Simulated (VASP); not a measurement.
# BN (P6_3mc) in VASP: a series of runs

The runs below take BN through single point, with PBEsol.

All numbers are computed with VASP 6.6.1; they aren't measurements. Logs are shortened: lines on timing, memory, paths and dates and some standing lists are left out, and cuts for length are marked.

### Step 1. The cell of the first run

The structure is hexagonal, space group P6_3mc (No. 186). The conventional cell has a = 2.554 Å, b = 2.554 Å, c = 4.227 Å, α = 90.00°, β = 90.00°, γ = 120.00°. B (site symmetry 3m) has 4 N at 1.49 to 1.88 Å within 2.0 Å. N (site symmetry 3m) has 4 B at 1.49 to 1.88 Å within 2.0 Å.

### Step 2. Single point, PBEsol (all N atoms moved -0.300 Å, as atom 3 along Cartesian [0 0 1])

Input file INCAR:

```
ALGO = Normal ; EDIFF = 1E-6
ENCUT = 520 ; GGA = PS
ISIF = 2 ; ISMEAR = 0
LASPH = T ; LCHARG = T
LELF = T ; LREAL = F
LVHAR = T ; LWAVE = F
NBANDS = 16 ; NELM = 60
PREC = Accurate ; SIGMA = 0.05
```

Input file KPOINTS:

```
k-points
0
Gamma
  12 12 6
```

Input file POSCAR:

```
BN
1.0
    2.5539396017      0.0000000000      0.0000000000
   -1.2769698009      2.2117765748      0.0000000000
    0.0000000000      0.0000000000      4.2268550000
B N
2 2
Direct
    0.6666666667      0.3333333333      0.9997240000
    0.3333333333      0.6666666667      0.4997240000
    0.6666666667      0.3333333333      0.5543012445
    0.3333333333      0.6666666667      0.0543012445
```

Potentials or basis: VASP PAW PBE potentials, release 64 (B, N).

Started as:

```bash
$ cat potpaw_PBE.64/B/POTCAR potpaw_PBE.64/N/POTCAR > POTCAR
$ mpirun -np 1 vasp_std > vasp.out
```

OUTCAR:

```text
EDIFF = 1E-6
   ENCUT = 520
   GGA = PS
   ISIF = 2
   ISMEAR = 0
   LASPH = T
   LREAL = F
   NELM = 60
   PREC = Accurate

 ion  position               nearest neighbor table
   1  0.667  0.333  1.000-   4 1.49   4 1.49   4 1.49   3 1.88
   2  0.333  0.667  0.500-   3 1.49   3 1.49   3 1.49   4 1.88
   3  0.667  0.333  0.554-   2 1.49   2 1.49   2 1.49   1 1.88
   4  0.333  0.667  0.054-   1 1.49   1 1.49   1 1.49   2 1.88

  LATTYP: Found a hexagonal cell.
 ALAT       =     2.5539396017
 C/A-ratio  =     1.6550332659

  Lattice vectors:

 A1 = (   2.5539396017,   0.0000000000,   0.0000000000)
 A2 = (  -1.2769698009,   2.2117765748,   0.0000000000)
 A3 = (   0.0000000000,   0.0000000000,   4.2268550000)

Analysis of symmetry for initial positions (statically):
=====================================================================
 Subroutine PRICEL returns:
 Original cell was already a primitive cell.

 Routine SETGRP: Setting up the symmetry group for a
 hexagonal supercell.

 Subroutine GETGRP returns: Found 12 space group operations
 (whereof  6 operations were pure point group operations)
 out of a pool of 24 trial point group operations.

The static configuration has the point symmetry C_3v.
 The point group associated with its full space group is C_6v.

Analysis of symmetry for dynamics (positions and initial velocities):
=====================================================================
 Subroutine PRICEL returns:
 Original cell was already a primitive cell.

 Routine SETGRP: Setting up the symmetry group for a
 hexagonal supercell.

 Subroutine GETGRP returns: Found 12 space group operations
 (whereof  6 operations were pure point group operations)
 out of a pool of 24 trial point group operations.

The dynamic configuration has the point symmetry C_3v.
 The point group associated with its full space group is C_6v.

 Subroutine INISYM returns: Found 12 space group operations
 (whereof  6 operations are pure point group operations),
 and found     1 'primitive' translations

----------------------------------------------------------------------------------------

                                     Primitive cell

  volume of cell :      23.8764

  direct lattice vectors                    reciprocal lattice vectors
     2.553939602  0.000000000  0.000000000     0.391551938  0.226062617  0.000000000
    -1.276969801  2.211776575  0.000000000     0.000000000  0.452125233  0.000000000
     0.000000000  0.000000000  4.226855000     0.000000000  0.000000000  0.236582518

  length of vectors
     2.553939602  2.553939602  4.226855000     0.452125233  0.452125233  0.236582518

  position of ions in fractional coordinates (direct lattice)
     0.666666667  0.333333333  0.999724000
     0.333333333  0.666666667  0.499724000
     0.666666667  0.333333333  0.554301245
     0.333333333  0.666666667  0.054301245

  ion indices of the primitive-cell ions
   primitive index   ion index
                 1           1
                 2           2
                 3           3
                 4           4

----------------------------------------------------------------------------------------

 KPOINTS: k-points

Automatic generation of k-mesh.
 Grid dimensions read from file:
 generate k-points for:   12   12    6

 Generating k-lattice:

  Cartesian coordinates                     Fractional coordinates (reciprocal lattice)
     0.032629328  0.018838551  0.000000000     0.083333333  0.000000000  0.000000000
     0.000000000  0.037677103  0.000000000     0.000000000  0.083333333  0.000000000
     0.000000000  0.000000000  0.039430420     0.000000000  0.000000000  0.166666667

  Length of vectors
     0.037677103  0.037677103  0.039430420

  Shift w.r.t. Gamma in fractional coordinates (k-lattice)
     0.000000000  0.000000000  0.000000000

 Subroutine IBZKPT returns following result:
 ===========================================

 Found     76 irreducible k-points:

 Following reciprocal coordinates:
            Coordinates               Weight
  0.000000  0.000000  0.000000      1.000000
  0.083333  0.000000  0.000000      6.000000
  0.166667  0.000000  0.000000      6.000000
  0.250000  0.000000  0.000000      6.000000
  0.333333  0.000000  0.000000      6.000000
  0.416667  0.000000  0.000000      6.000000
[... 16 lines left out ...]
  0.250000  0.000000  0.166667     12.000000
  0.333333  0.000000  0.166667     12.000000
 [... further k-points ...]
   k-points           NKPTS =     76   k-points in BZ     NKDIM =     76   number of bands    NBANDS=     16
   number of dos      NEDOS =    301   number of ions     NIONS =      4
   total plane-waves  NPLWV =  12800
   dimension x,y,z NGX =    20 NGY =   20 NGZ =   32
   dimension x,y,z NGXF=    40 NGYF=   40 NGZF=   64
   ions per type =               2   2
   NGX,Y,Z   is equivalent  to a cutoff of  13.02, 13.02, 12.59 a.u.
   NGXF,Y,Z  is equivalent  to a cutoff of  26.04, 26.04, 25.17 a.u.
 SYSTEM =  unknown system
   PREC   = accura    normal or accurate (medium, high low for compatibility)
   ISTART =      0    job   : 0-new  1-cont  2-samecut
   ICHARG =      2    charge: 1-file 2-atom 10-const
   ISPIN  =      1    spin polarized calculation?
   LNONCOLLINEAR =      F non collinear calculations
   LSORBIT =      F    spin-orbit coupling
   LASPH  =      T    aspherical Exc in radial PAW
   ENCUT  =  520.0 eV  38.22 Ry    6.18 a.u.   4.75  4.75  7.86*2*pi/ulx,y,z
   NELM   =     60;   NELMIN=  2; NELMDL= -5     # of ELM steps
   EDIFF  = 0.1E-05   stopping-criterion for ELM
   LREAL  =      F    real-space projection
   EDIFFG = 0.1E-04   stopping-criterion for IOM
   NSW    =      0    number of steps for IOM
   IBRION =     -1    ionic relax: 0-MD 1-quasi-New 2-CG
   NFREE  =      0    steps in history (QN), initial steepest desc. (CG)
   ISIF   =      2    stress and relaxation
   ISYM   =      2    0-nonsym 1-usesym 2-fastsym
   POTIM  = 0.5000    time-step for ionic-motion
   TEBEG  =    0.0;   TEEND  =   0.0 temperature during run
   PSTRESS=    0.0 pullay stress
   NELECT =      16.0000    total number of electrons
   NUPDOWN=      -1.0000    fix difference up-down
   EMIN   =  10.00;   EMAX   =-10.00  energy-range for DOS
   EFERMI =   0.00;   METHOD = LEGACY
   ISMEAR =     0;   SIGMA  =   0.05  broadening in eV -4-tet -1-fermi 0-gaus
   EFERMI_NEDOS =   21; number of points for ismear=-14 and -15
   IALGO  =     38    algorithm
   IMIX   =      4    mixing-type and parameters
     AMIX     =   0.40;   BMIX     =  1.00
     AMIX_MAG =   1.60;   BMIX_MAG =  1.00
  volume/ion in A,a.u.               =       5.97        40.28
  Fermi-wavevector in a.u.,A,eV,Ry     =   1.432600  2.707222 27.923836  2.052344
  Thomas-Fermi vector in A             =   2.552210
   LORBIT       =      0    0 simple, 1 ext, 2 COOP (PROOUT), +10 PAW based schemes
   GGA     = PS    functional components
   LHFCALC =     F    Hartree Fock is set to
   AEXX    =    0.0000 exact exchange contribution
   IVDW    =     0    specifies the selected vdW correction
   LEPSILON=     F    determine dielectric tensor
   LRPA    =     F    only Hartree local field effects (RPA)
 non-spin polarized calculation
 Gauss-broadening in eV      SIGMA  =   0.05
  energy-cutoff  :      520.00
  volume of cell :       23.88
 maximum number of plane-waves:       660
 NGX is ok and might be reduce to    20
   NGX =  9   NGY =  9   NGZ = 15

 number of electron      16.0000004 magnetization

 Free energy of the ion-electron system (eV)
  ---------------------------------------------------
  ext. energy  EPLUGINS =         0.00000000
  ---------------------------------------------------
  free energy    TOTEN  =       -35.47491861 eV

  energy without entropy =      -35.47491861  energy(sigma->0) =      -35.47491861

 E-fermi :   8.8751     XC(G=0): -12.9328

 val. band max:        8.6562453563   @ k =   0.0000   0.0000   0.0000
 cond. band min:      12.4395351087   @ k =   0.5000   0.0000   0.3333
 fundamental gap:      3.7832897524
 Fermi energy:         8.8751109546

 k-point     1 :       0.0000    0.0000    0.0000
  band No.  band energies     occupation
      1     -12.9812      2.00000
      2      -8.8132      2.00000
      3      -2.9768      2.00000
      4       4.5667      2.00000
      5       4.5667      2.00000
      6       6.1099      2.00000
[... 8 lines left out ...]
     15      18.6277      0.00000
     16      22.1956      0.00000

 k-point     2 :       0.0833    0.0000    0.0000
  band No.  band energies     occupation
      1     -12.8344      2.00000
      2      -8.7083      2.00000
      3      -2.8061      2.00000
      4       3.9299      2.00000
      5       4.2809      2.00000
      6       5.5973      2.00000
[... 8 lines left out ...]
     15      19.1457      0.00000
     16      21.9504      0.00000

 k-point     3 :       0.1667    0.0000    0.0000
  band No.  band energies     occupation
      1     -12.3986      2.00000
      2      -8.4083      2.00000
      3      -2.3002      2.00000
      4       2.3773      2.00000
      5       3.6058      2.00000
      6       4.3075      2.00000
[... 8 lines left out ...]
     15      20.5362      0.00000
     16      21.2530      0.00000

 k-point     4 :       0.2500    0.0000    0.0000
  band No.  band energies     occupation
      1     -11.6905      2.00000
      2      -7.9713      2.00000
      3      -1.4817      2.00000
      4       0.5150      2.00000
      5       2.6659      2.00000
      6       2.8467      2.00000
[... 8 lines left out ...]
     15      21.4369      0.00000
     16      22.4402      0.00000

 k-point     5 :       0.3333    0.0000    0.0000
  band No.  band energies     occupation
      1     -10.7495      2.00000
      2      -7.5557      2.00000
      3      -1.1735      2.00000
      4      -0.3904      2.00000
      5       1.0013      2.00000
      6       2.2070      2.00000
[... 8 lines left out ...]
     15      22.8384      0.00000
     16      22.9619      0.00000

 k-point     6 :       0.4167    0.0000    0.0000
  band No.  band energies     occupation
      1      -9.6826      2.00000
      2      -7.5026      2.00000
      3      -2.1340      2.00000
      4      -0.4786      2.00000
      5       0.8319      2.00000
      6       1.7916      2.00000
[... 8 lines left out ...]
     15      23.0398      0.00000
     16      24.2862      0.00000

 k-point     7 :       0.5000    0.0000    0.0000
  band No.  band energies     occupation
      1      -8.9801      2.00000
      2      -7.8049      2.00000
      3      -2.2536      2.00000
      4      -1.1973      2.00000
      5       1.5142      2.00000
      6       1.6485      2.00000
[... 8 lines left out ...]
     15      23.3228      0.00000
     16      24.8618      0.00000

 k-point     8 :       0.0833    0.0833    0.0000
  band No.  band energies     occupation
      1     -12.5430      2.00000
      2      -8.5055      2.00000
      3      -2.4677      2.00000
      4       2.9597      2.00000
      5       3.6227      2.00000
      6       4.8417      2.00000
[... 8 lines left out ...]
     15      20.3858      0.00000
     16      21.4795      0.00000

 k-point     9 :       0.1667    0.0833    0.0000
  band No.  band energies     occupation
      1     -11.9705      2.00000
      2      -8.1329      2.00000
      3      -1.8037      2.00000
      4       1.3981      2.00000
      5       2.5919      2.00000
      6       3.6505      2.00000
[... 8 lines left out ...]
     15      20.8362      0.00000
     16      22.0936      0.00000
[... 172 lines left out ...]
 k-point    19 :       0.3333    0.3333    0.0000
  band No.  band energies     occupation
      1      -7.8163      2.00000
      2      -7.8163      2.00000
      3      -2.4556      2.00000
      4      -0.1646      2.00000
      5      -0.1646      2.00000
      6       0.4740      2.00000
[... 8 lines left out ...]
     15      23.7513      0.00000
     16      23.7513      0.00000

 k-point    20 :       0.0000    0.0000    0.1667
  band No.  band energies     occupation
      1     -12.8126      2.00000
      2      -9.3682      2.00000
      3      -2.1004      2.00000
      4       4.6592      2.00000
      5       4.6592      2.00000
      6       5.9939      2.00000
[... 8 lines left out ...]
     15      18.4006      0.00000
     16      21.8898      0.00000

 k-point    21 :       0.0833    0.0000    0.1667
  band No.  band energies     occupation
      1     -12.6666      2.00000
      2      -9.2529      2.00000
      3      -1.9459      2.00000
      4       4.0332      2.00000
      5       4.3773      2.00000
      6       5.4358      2.00000
[... 8 lines left out ...]
     15      18.9769      0.00000
     16      21.7186      0.00000

 k-point    22 :       0.1667    0.0000    0.1667
  band No.  band energies     occupation
      1     -12.2337      2.00000
      2      -8.9197      2.00000
      3      -1.4994      2.00000
      4       2.5151      2.00000
      5       3.7095      2.00000
      6       4.0853      2.00000
[... 8 lines left out ...]
     15      20.3209      0.00000
     16      21.3500      0.00000

 k-point    23 :       0.2500    0.0000    0.1667
  band No.  band energies     occupation
      1     -11.5311      2.00000
      2      -8.4191      2.00000
      3      -0.9021      2.00000
      4       0.8120      2.00000
      5       2.3921      2.00000
      6       2.9564      2.00000
[... 8 lines left out ...]
     15      21.7812      0.00000
     16      22.2332      0.00000

 k-point    24 :       0.3333    0.0000    0.1667
  band No.  band energies     occupation
      1     -10.6010      2.00000
      2      -7.8890      2.00000
      3      -1.4313      2.00000
      4       0.5121      2.00000
      5       0.7891      2.00000
      6       2.3206      2.00000
[... 8 lines left out ...]
     15      22.8427      0.00000
     16      24.2351      0.00000

 [... further k-points ...]
[... 5 lines left out ...]
  --------------------------------------------------------------------------------------
  -------------------------------------------------------------------------------------
  Total        0.0604116      0.0604116      5.1355775     -0.0000000      0.0000000      0.0000000
  in kB        4.0537953      4.0537953    344.6121978     -0.0000000      0.0000000      0.0000000
  external PRESSURE =     117.5732628 kB  Pullay stress =       0.0000000 kB

 VOLUME and BASIS-vectors are now :
 -----------------------------------------------------------------------------
  energy-cutoff  :      520.00
  volume of cell :       23.88
      direct lattice vectors                 reciprocal lattice vectors
     2.553939602  0.000000000  0.000000000     0.391551938  0.226062617  0.000000000
    -1.276969801  2.211776575  0.000000000     0.000000000  0.452125233  0.000000000
     0.000000000  0.000000000  4.226855000     0.000000000  0.000000000  0.236582518

 POSITION                                       TOTAL-FORCE (eV/Angst)
 -----------------------------------------------------------------------------------
      1.27697      0.73726      4.22569        -0.000000     -0.000000     -2.439026
     -0.00000      1.47452      2.11226         0.000000     -0.000000     -2.439026
      1.27697      0.73726      2.34295        -0.000000      0.000000      2.439026
     -0.00000      1.47452      0.22952         0.000000     -0.000000      2.439026
 -----------------------------------------------------------------------------------
    total drift:                               -0.000000     -0.000000      0.000987

  FREE ENERGIE OF THE ION-ELECTRON SYSTEM (eV)
  ---------------------------------------------------
  free  energy   TOTEN  =       -35.4749186125 eV

  energy  without entropy=      -35.4749186125  energy(sigma->0) =      -35.47491861
```

It took 29 s on 1 thread of Intel Xeon Platinum 8375C at 2.90GHz (Ice Lake), shared host; peak memory 0.14 GiB.

What came out:

```
Free energy            : -35.4749 eV
Pressure               : 11.8 GPa
Largest force          : 2.439 eV/Å
Band gap on the k mesh : 3.78 eV, indirect (least direct gap 6.34 eV)
```

Forces on the atoms (eV/Å):
```
B    0.000  0.000 -2.439
B    0.000  0.000 -2.439
N    0.000  0.000  2.439
N    0.000  0.000  2.439
```

Caveat: the cell differs from its parent crystal (all N atoms moved -0.300 Å, as atom 3 along Cartesian [0 0 1]); the PAW data sets were made with another functional, which shifts forces and pressure a little.

### Step 3. Single point, PBEsol (all N atoms moved +0.225 Å, as atom 3 along Cartesian [0 0 1])

Input file INCAR:

```
SYSTEM = BN
ALGO = Normal
EDIFF = 1E-7
ENCUT = 520
GGA = PS
ISIF = 2
ISMEAR = 0
LASPH = .TRUE.
LCHARG = .FALSE.
LREAL = .FALSE.
LWAVE = .FALSE.
NBANDS = 16
NELM = 80
PREC = Accurate
SIGMA = 0.05
```

Input file KPOINTS:

```
k-points
0
G
  12 12 6
  0 0 0
```

POSCAR: that of step 2 with these lines changed.

```diff
@@ -10,3 +10,3 @@
     0.3333333333      0.6666666667      0.4997240000
-    0.6666666667      0.3333333333      0.5543012445
-    0.3333333333      0.6666666667      0.0543012445
+    0.6666666667      0.3333333333      0.6785070666
+    0.3333333333      0.6666666667      0.1785070666
```

Potentials or basis: VASP PAW PBE potentials, release 64 (B, N).

Started as:

```bash
$ cat potpaw_PBE.64/B/POTCAR potpaw_PBE.64/N/POTCAR > POTCAR
$ mpirun -np 1 vasp_std > vasp.out
```

It took 33 s on 1 thread of Intel Xeon Platinum 8375C at 2.90GHz (Ice Lake), shared host; peak memory 0.14 GiB.

The run converged. Its results:

| Property | Result |
| --- | --- |
| Free energy | -35.0621 eV |
| Pressure | 12.1 GPa |
| Largest force | 7.844 eV/Å |
| Band gap on the k mesh | 1.63 eV, indirect (least direct gap 5.92 eV) |

Forces in eV/Å, atoms in the order of the input:
```
B    0.000  0.000  7.844
B    0.000  0.000  7.844
N    0.000  0.000 -7.844
N    0.000  0.000 -7.844
```

Stress tensor (GPa, compression positive):
```
-1.45  0.00  0.00
 0.00 -1.45  0.00
 0.00  0.00 39.06
```

Levels at points of the mesh, in eV from the valence-band top:
| k point | band 5 | band 6 | band 7 | band 8 | band 9 | band 10 | band 11 | band 12 |
| --- | --- | --- | --- | --- | --- | --- | --- | --- |
| (0.00, 0.00, 0.00) | -2.69 | -2.69 | 0.00 | 0.00 | 6.89 | 6.89 | 8.78 | 8.83 |
| (0.50, 0.00, 0.00) | -7.99 | -6.72 | -5.43 | -1.50 | 4.86 | 5.79 | 6.61 | 9.73 |
| (0.00, 0.00, 0.50) | -1.56 | -1.56 | -1.56 | -1.56 | 8.77 | 8.77 | 9.01 | 9.01 |
| (0.50, 0.00, 0.50) | -5.50 | -5.50 | -3.93 | -3.93 | 5.06 | 5.06 | 9.71 | 9.71 |

Caveat: the cell differs from its parent crystal (all N atoms moved +0.225 Å, as atom 3 along Cartesian [0 0 1]); the PAW data sets were made with another functional, which shifts forces and pressure a little.
